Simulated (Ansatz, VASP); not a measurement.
## One calculation of CuI, two programs

```
CELL_PARAMETERS angstrom
0.00000 3.04215 3.04215
3.04215 0.00000 3.04215
3.04215 3.04215 0.00000
ATOMIC_POSITIONS crystal
Cu 0.00000 0.00000 0.00000
I 0.25000 0.25000 0.25000
```

Change from the starting cell: hydrostatic strain +1.0%.

Alike in both runs: task single point; functional r2SCAN; k mesh 8 × 8 × 8; no spin polarisation.

|  | VASP | Ansatz |
| --- | --- | --- |
| version | VASP 6.6.1 | Ansatz 0.2.0 |
| potentials or method | VASP PAW PBE potentials, release 64 (Cu, I) | plane waves, PAW |
| plane-wave cutoff (eV) | 520 | 500 |
| occupations | gaussian, width 0.01 eV | fixed |
| valence electrons in the cell | 18 | 36 |

Ansatz gave:

- gap on the k mesh at the Fermi level (eV): 1.58
- pressure (GPa): -1.2

Problem. Which values does VASP return?

Solution. gap on the k mesh at the Fermi level (eV): 1.58; pressure (GPa): -1.3.

VASP's potentials were made for PBE, not for r2SCAN. VASP's potentials hold 18 valence electrons a cell and Ansatz's 36, so a difference there can come from the potentials and not from the codes.

Neither program's run includes spin-orbit coupling.
